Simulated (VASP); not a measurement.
Input of a VASP 6.6.1 run:

File INCAR:

```
SYSTEM = AlN
ALGO = Normal
EDIFF = 1E-6
ENCUT = 520
GGA = PS
ISIF = 2
ISMEAR = -1
LASPH = .True.
LCHARG = .False.
LREAL = .False.
LWAVE = .False.
NBANDS = 16
NELM = 60
PREC = Accurate
SIGMA = 0.02
```

KPOINTS

```
k-points
0
Gamma
  12 12 6
  0 0 0
```

Contents of POSCAR:

```
AlN
1.0
    3.1138044487      0.0000000000      0.0000000000
   -1.5569022243      2.6966337550      0.0000000000
    0.0000000000      0.0000000000      4.9836780362
Al N
2 2
Direct
    0.3333333333      0.6666666667     -0.0009912529
    0.6666666667      0.3333333333      0.4990087471
    0.3333333333      0.6666666667      0.3809912529
    0.6666666667      0.3333333333      0.8809912529
```

Potentials or basis: VASP PAW PBE potentials, release 64 (Al, N).

Run with:

```sh
$ cat potpaw_PBE.64/Al/POTCAR potpaw_PBE.64/N/POTCAR > POTCAR
$ mpirun -np 1 vasp_std > vasp.out
```

Task: What does it give for the pressure?

Result: -0.1 GPa.

Task: What does it give for the band gap on the k mesh?

Result: 4.11 eV, direct.

Caveat: the PAW data sets were made with another functional, which shifts forces and pressure a little.

**What was measured.**

“Structural and optical properties of self-assembled AlN nanowires grown on SiO2/Si substrates by molecular beam epitaxy”, 2024, arxiv:2402.00216 quotes, for a bulk crystal of AlN at 0 K: band gap 6.0343 eV (an exciton energy, a little under the gap).

Measured gap of AlN: 6.0343 eV (an exciton energy, a little under the gap; 0 K; quoted in “Structural and optical properties of self-assembled AlN nanowires grown on SiO2/Si substrates by molecular beam epitaxy”, 2024, arxiv:2402.00216). This calculation gives 4.11 eV (-1.92 eV). 2 values of this kind are on record (6.034 to 6.0343 eV); this one was drawn at random. The value is that of PBEsol on a finite k mesh, which can miss the band edges, without temperature or zero-point motion. Semilocal functionals fall short of measured gaps as a rule.
